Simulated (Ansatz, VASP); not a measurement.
# Mg2Sn in VASP and in Ansatz

The input POSCAR:

```
Mg2Sn
1.0
    0.0000000000      3.5151326934      3.5151326934
    3.5151326934      0.0000000000      3.5151326934
    3.5151326934      3.5151326934      0.0000000000
Sn Mg
1 2
Direct
    0.0000000000      0.0000000000      0.0000000000
    0.2500000000      0.2500000000      0.2500000000
    0.7500000000      0.7500000000      0.7500000000
```

The input INCAR.step1:

```
SYSTEM = Mg2Sn
ALGO     = Normal         ! electronic algorithm
EDIFF    = 1E-5           ! SCF threshold, eV
ENCUT    = 660            ! plane-wave cutoff, eV
GGA      = PE             ! functional
GGA_COMPAT= .FALSE.      
ISMEAR   = -1             ! smearing method
LASPH    = .TRUE.         ! aspherical terms in the spheres
LCHARG   = .FALSE.        ! write CHGCAR
LREAL    = .FALSE.        ! projectors in reciprocal space
LWAVE    = .TRUE.         ! write WAVECAR
NBANDS   = 16             ! bands
NELM     = 120            ! most SCF steps
PREC     = Accurate       ! precision mode
SIGMA    = 0.02           ! smearing width, eV
```

File INCAR.step2:

```
SYSTEM = Mg2Sn
ALGO     = Normal         ! electronic algorithm
EDIFF    = 1E-6           ! SCF threshold, eV
ENCUT    = 660            ! plane-wave cutoff, eV
GGA_COMPAT= .FALSE.      
ISIF     = 2              ! what is computed and relaxed
ISMEAR   = -1             ! smearing method
ISTART   = 1            
LASPH    = .TRUE.         ! aspherical terms in the spheres
LCHARG   = .TRUE.         ! write CHGCAR
LELF     = .TRUE.         ! ELF
LMIXTAU  = .TRUE.       
LREAL    = .FALSE.        ! projectors in reciprocal space
LVHAR    = .TRUE.       
LWAVE    = .FALSE.        ! write WAVECAR
METAGGA  = R2SCAN         ! meta-GGA
NBANDS   = 16             ! bands
NELM     = 120            ! most SCF steps
PREC     = Accurate       ! precision mode
SIGMA    = 0.02           ! smearing width, eV
```

Contents of KPOINTS:

```
k-points
0
G
  6 6 6
  0 0 0
```

Input for Ansatz:

```yaml
crystal:
  lattice:
    - [0.0, 3.5151326934, 3.5151326934]
    - [3.5151326934, 0.0, 3.5151326934]
    - [3.5151326934, 3.5151326934, 0.0]
  atoms:
    - { symbol: Sn, position: [0.0, 0.0, 0.0] }
    - { symbol: Mg, position: [0.25, 0.25, 0.25] }
    - { symbol: Mg, position: [0.75, 0.75, 0.75] }
kpoints:
  mp_grid: { grid: [6, 6, 6] }
  band_path:
    path:
      - [0.0, 0.0, 0.0]
      - [0.5, 0.0, 0.5]
      - [0.625, 0.25, 0.625]
      - [0.375, 0.375, 0.75]
      - [0.5, 0.5, 0.5]
      - [0.5, 0.25, 0.75]
      - [0.0, 0.5, 0.5]
    npoints: 1
hamiltonian:
  xc: r2scan
scf:
  occupations: { method: fermi_dirac, width: 0.02 }
  n_extra_bands: 4
output:
  forces: true
  stress: true
  eigenvalues: true
  write_density: true
  write_potential: true
  elf: true
  volumetric_format: npy
```

Change from the starting cell: hydrostatic strain +4.0%.

Alike in both runs: task single point; functional r2SCAN; k mesh 6 × 6 × 6; occupations fermi-dirac, width 0.02 eV; no spin polarisation.

|  | VASP | Ansatz |
| --- | --- | --- |
| version | VASP 6.6.1 | Ansatz 0.2.0 |
| potentials or method | VASP PAW PBE potentials, release 64 (Sn_d, Mg) | plane waves, PAW |
| plane-wave cutoff (eV) | 660 | 500 |
| valence electrons in the cell | 18 | 34 |

Ansatz gave:

* pressure (GPa): -4.2

Q: What did VASP give for the same quantities?

A: Pressure (GPa): -4.4.

VASP's potentials were made for PBE, not for r2SCAN. VASP's potentials hold 18 valence electrons a cell and Ansatz's 34, so a difference there can come from the potentials and not from the codes.
